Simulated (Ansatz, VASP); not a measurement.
## Two plane-wave programs on Co

INCAR

```
SYSTEM = Co
ALGO     = Normal         ! electronic algorithm
EDIFF    = 1E-6           ! SCF threshold, eV
ENCUT    = 520            ! plane-wave cutoff, eV
GGA      = PE             ! functional
ISIF     = 2              ! what is computed and relaxed
ISMEAR   = -1             ! smearing method
LASPH    = .TRUE.         ! aspherical terms in the spheres
LCHARG   = .FALSE.        ! write CHGCAR
LREAL    = .FALSE.        ! projectors in reciprocal space
LWAVE    = .FALSE.        ! write WAVECAR
NBANDS   = 10             ! bands
NELM     = 100            ! most SCF steps
PREC     = Accurate       ! precision mode
SIGMA    = 0.1            ! smearing width, eV
```

File KPOINTS:

```
k-points
0
G
  26 26 26
  0 0 0
```

POSCAR

```
Co
1.0
   -1.4361933613      1.4361933613      1.4361933613
    1.4361933613     -1.4361933613      1.4361933613
    1.4361933613      1.4361933613     -1.4361933613
Co
1
Direct
    0.0000000000      0.0000000000      0.0000000000
```

Input for Ansatz:

```yaml
crystal:
  lattice:
    - [-1.4361933613, 1.4361933613, 1.4361933613]
    - [1.4361933613, -1.4361933613, 1.4361933613]
    - [1.4361933613, 1.4361933613, -1.4361933613]
  atoms:
    - { symbol: Co, position: [0.0, 0.0, 0.0] }
hamiltonian:
  xc: pbe
  pseudopotentials:
    kind: paw
    azcp:
      Co: "pseudopotentials/Co.paw.azcp"
basis:
  ecutwfc: 420
  fft_grid_basis: typed
kpoints:
  mp_grid: { grid: [26, 26, 26], shift: [0, 0, 0] }
magnetization:
  spin_polarized: false
scf:
  occupations: { method: fermi_dirac, width: 0.1 }
output:
  stress: true
```

Alike in both runs: task single point; functional PBE; k mesh 26 × 26 × 26; occupations fermi-dirac, width 0.1 eV; no spin polarisation.

|  | VASP | Ansatz |
| --- | --- | --- |
| version | VASP 6.6.1 | Ansatz 0.2.0 |
| potentials or method | VASP PAW PBE potentials, release 64 (Co), cutoff 520 eV | plane waves (420 eV) with PAW, scalar-relativistic |
| valence electrons in the cell | 9 | 17 |

```csv
,VASP,Ansatz,Ansatz less VASP
pressure (GPa),-20.5,-20.4,+0.12
```

VASP's potentials hold 9 valence electrons a cell and Ansatz's 17, so a difference there can come from the potentials and not from the codes.
